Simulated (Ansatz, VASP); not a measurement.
**Two plane-wave programs on Sc**

```
Sc
1.0
     3.33927    0.00000    0.00000
    -1.66964    2.89189    0.00000
     0.00000    0.00000   10.65823
Sc
4
Direct
  0.00000 0.00000 0.00000
  0.00000 0.00000 0.50000
  0.33333 0.66667 0.25000
  0.66667 0.33333 0.75000
```

Alike in both runs: task single point; functional PBE; k mesh 12 × 12 × 4; occupations fermi-dirac, width 0.1 eV; no spin polarisation.

```csv
,VASP,Ansatz
version,VASP 6.6.1,Ansatz 0.2.0
potentials or method,"VASP PAW PBE potentials, release 64 (Sc_sv), cutoff 520 eV","plane waves (420 eV) with PAW, scalar-relativistic"
valence electrons in the cell,44,44
```

|  | VASP | Ansatz | Ansatz less VASP |
| --- | --- | --- | --- |
| pressure (GPa) | -1.9 | -1.9 | -0.02 |

With one functional, cell and mesh, what is left measures potentials, basis and numerics.
